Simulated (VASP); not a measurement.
Here is a VASP 6.6.1 calculation.

INCAR

```
SYSTEM = TaRu
PREC = Accurate ; ENCUT = 520
EDIFF = 1E-6 ; ISMEAR = -1
SIGMA = 0.1 ; LREAL = .FALSE.
LASPH = .TRUE. ; NELM = 100
ALGO = Normal ; ISIF = 2
LWAVE = .FALSE. ; LCHARG = .FALSE.
GGA = PS ; NBANDS = 20
```

The input KPOINTS:

```
regular mesh
0
G
  9 9 9
  0 0 0
```

POSCAR

```
TaRu
1.0
    3.0530000000      0.0000000000      0.0000000000
    0.0000000000      3.0530000000      0.0000000000
    0.0000000000      0.0000000000      3.3890000000
Ta Ru
1 1
Direct
    0.5000000000      0.5000000000      0.5000000000
    0.0000000000      0.0000000000      0.0000000000
```

Potentials or basis: VASP PAW PBE potentials, release 64 (Ta_pv, Ru_pv).

The run is started by

```bash
$ cat potpaw_PBE.64/Ta_pv/POTCAR potpaw_PBE.64/Ru_pv/POTCAR > POTCAR
$ mpirun -np 1 vasp_std > vasp.out
```

Task: Predict the pressure.

Result: -5.0 GPa.

Stress tensor (GPa, compression positive):
```
-5.47  0.00  0.00
 0.00 -5.47  0.00
 0.00  0.00 -3.97
```

Caveat: the PAW data sets were made with another functional, which shifts forces and pressure a little.
